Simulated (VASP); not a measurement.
## HgTe: single point with PBEsol

HgTe:

```xyz
8
Lattice="6.0063 0.0000 0.0000 0.0000 -6.0063 0.0000 0.0000 0.0000 -6.0063" Properties=species:S:1:pos:R:3 pbc="T T T"
Hg    0.0000   -6.0063   -5.9263
Hg    3.0032   -3.0032   -6.0063
Hg    3.0032   -6.0063   -3.0032
Hg    0.0000   -3.0032   -3.0032
Te    3.0032    0.0000    0.0000
Te    0.0000   -3.0032    0.0000
Te    0.0000    0.0000   -3.0032
Te    3.0032   -3.0032   -3.0032
```

This cell differs from its parent crystal: atom 1 (Hg) moved +0.080 Å along Cartesian [0 0 1].

```
Program             : VASP 6.6.1
Task                : single point
Functional          : PBEsol
Potentials or basis : VASP PAW PBE potentials, release 64 (Hg, Te)
Cutoff              : 520 eV
k mesh              : 10 × 10 × 10
Occupations         : gaussian, width 0.15 eV
Spin                : no spin polarisation
```

| Item | Value |
| --- | --- |
| Pressure | 0.1 GPa |
| Largest force | 0.229 eV/Å |
| Band gap on the k mesh | zero (bands 36 and 37 overlap by 1.91 eV) |

Forces in eV/Å, atoms in the order of the input:
```
Hg   0.000  0.000 -0.216
Hg   0.000  0.000 -0.001
Hg   0.000  0.000  0.008
Hg   0.000  0.000  0.008
Te   0.000  0.000 -0.013
Te   0.000  0.000 -0.013
Te   0.000  0.000  0.229
Te   0.000  0.000 -0.002
```

Stress tensor (GPa, compression positive):
```
0.11 0.00 0.00
0.00 0.11 0.00
0.00 0.00 0.22
```

Levels at points of the mesh, in eV from the Fermi level:
```
           k point  band 32  band 33  band 34  band 35  band 36  band 37  band 38  band 39  band 40  band 41
(0.00, 0.00, 0.00)    -2.49    -2.49    -2.49    -2.49    -2.46    -0.85    -0.79    -0.79    -0.78     4.67
(0.50, 0.00, 0.00)    -3.38    -1.62    -1.61    -1.61    -1.61     0.86     0.86     1.91     1.91     4.67
(0.00, 0.00, 0.50)    -3.38    -1.63    -1.63    -1.59    -1.59     0.85     0.87     1.91     1.91     4.67
(0.50, 0.50, 0.00)    -2.61     0.05     0.05     0.05     0.05     2.12     2.12     2.12     2.12     4.38
(0.00, 0.50, 0.50)    -2.57     0.02     0.05     0.05     0.08     2.09     2.11     2.13     2.14     4.37
(0.50, 0.50, 0.50)     0.31     0.31     0.31     0.31     0.31     2.46     2.46     2.46     2.47     3.80
```

Wall time 39 min on 1 thread of Oxide Virtual Turin-like Processor, on a shared host, peak memory 0.97 GiB.

Caveat: the cell differs from its parent crystal (atom 1 (Hg) moved +0.080 Å along Cartesian [0 0 1]); the PAW data sets were made with another functional, which shifts forces and pressure a little; spin-orbit coupling is left out, which moves the levels of the heavy elements.
